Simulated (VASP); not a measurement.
**Zr: electric field gradients with PBE**

Crystal: Zr.

```
Zr
1.0
    -1.79479    1.79479    1.79479
     1.79479   -1.79479    1.79479
     1.79479    1.79479   -1.79479
Zr
1
Direct
  0.00000 0.00000 0.00000
```

This isn't the form of Zr at room conditions, which is hcp.

```yaml
Program: VASP 6.6.1
Task: electric field gradients
Functional: PBE
Potentials_or_basis: VASP PAW PBE potentials, release 64 (Zr_sv)
Cutoff: 400 eV
k_mesh: 14 × 14 × 14
Occupations: fermi-dirac, width 0.08 eV
Spin: no spin polarisation
Dipole_correction: no
Further_INCAR_settings: ALGO = Normal; EDIFF = 1e-08; NBANDS = 12
```

```yaml
Pressure: -1.2 GPa
Band_gap_on_the_k_mesh: zero (bands 6 and 7 overlap by 1.76 eV)
Largest_electric_field_gradient_by_atom: zero within the noise of the run
```

Levels at points of the mesh, in eV from the Fermi level:
| k point | band 3 | band 4 | band 5 | band 6 | band 7 | band 8 | band 9 | band 10 |
| --- | --- | --- | --- | --- | --- | --- | --- | --- |
| (0.00, 0.00, 0.00) | -25.98 | -25.98 | -5.38 | 1.13 | 1.13 | 1.13 | 3.61 | 3.61 |
| (0.50, 0.00, 0.00) | -26.30 | -25.99 | -2.80 | -0.67 | 1.62 | 3.61 | 4.28 | 6.35 |
| (0.50, 0.50, 0.50) | -26.66 | -26.66 | -2.56 | -2.56 | 5.67 | 5.67 | 5.67 | 7.45 |

Run time: 26 s on 1 thread of Intel Xeon 8259CL, with other jobs on the host, peak memory 0.13 GiB.
